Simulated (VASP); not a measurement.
**Lu: single point with PBE**

Lu:

```
CELL_PARAMETERS angstrom
-1.92512 1.92512 1.92512
1.92512 -1.92512 1.92512
1.92512 1.92512 -1.92512
ATOMIC_POSITIONS crystal
Lu 0.00000 0.00000 0.00000
```

This isn't the form of Lu at room conditions, which is hcp.

| Quantity | Value |
| --- | --- |
| Program | VASP 6.6.1 |
| Task | single point |
| Functional | PBE |
| Potentials or basis | VASP PAW PBE potentials, release 64 (Lu) |
| Cutoff | 520 eV |
| k mesh | 12 × 12 × 12 |
| Occupations | fermi-dirac, width 0.0444 eV |
| Spin | no spin polarisation |
| Dipole correction | no |
| k mesh for the DOS | 18 × 18 × 18 |
| Occupations for the DOS | tetrahedron |
| Further INCAR settings | ALGO = Normal; EDIFF = 1e-06 |

| Property | Result |
| --- | --- |
| Valence electrons inside the program's atomic spheres | Lu 23.14 |

Levels at points of the mesh, in eV from the Fermi level:
| k point | band 10 | band 11 | band 12 | band 13 | band 14 | band 15 |
| --- | --- | --- | --- | --- | --- | --- |
| (0.00, 0.00, 0.00) | -5.04 | -5.04 | -5.02 | 2.14 | 2.14 | 2.14 |
| (0.50, 0.00, 0.00) | -5.05 | -5.03 | -2.60 | 0.34 | 0.53 | 4.20 |
| (0.50, 0.50, 0.50) | -5.04 | -5.04 | -1.60 | -1.60 | 5.85 | 5.85 |

It took 3.3 min on 1 thread of Intel Xeon 8259CL, on a shared host, peak memory 0.24 GiB.

Caveat: spin-orbit coupling is left out, which moves the levels of the heavy elements.
